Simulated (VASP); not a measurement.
**Zr: single point with PBE**

Zr:

```xyz
2
Lattice="3.3109 0.0000 0.0000 -1.6554 2.8673 0.0000 0.0000 0.0000 5.2726" Properties=species:S:1:pos:R:3 pbc="T T T"
Zr    0.0000    1.9115    1.3181
Zr    1.6554    0.9558    3.9544
```

* Program: VASP 6.6.1
* Task: single point
* Functional: PBE
* Potentials or basis: VASP PAW PBE potentials, release 64 (Zr_sv)
* Cutoff: 520 eV
* k mesh: 10 × 10 × 5
* Occupations: fermi-dirac, width 0.15 eV
* Spin: no spin polarisation
* Dipole correction: no
* Further INCAR settings: ALGO = Normal; EDIFF = 1e-06; NBANDS = 19

| Item | Value |
| --- | --- |
| Pressure | -5.4 GPa |
| Band gap on the k mesh | zero (band 12 reaches 9.06 eV, above the bottom of band 13 at 7.89 eV) |

Stress tensor (GPa, compression positive):
```
-5.55  0.00  0.00
 0.00 -5.55  0.00
 0.00  0.00 -5.11
```

Levels at points of the mesh, in eV from the Fermi level:
```csv
k point,band 9,band 10,band 11,band 12,band 13,band 14,band 15,band 16
"(0.00, 0.00, 0.00)",-5.47,-2.79,0.90,0.90,0.98,1.04,1.52,1.52
"(0.50, 0.00, 0.00)",-2.36,-2.27,-1.88,-0.29,0.60,0.76,1.40,4.54
```

Run time: 43 s on 1 thread of Intel(R) Xeon(R) Platinum 8259CL CPU @ 2.50GHz (Skylake/Cascade Lake) (shared host), peak memory 0.19 GiB.
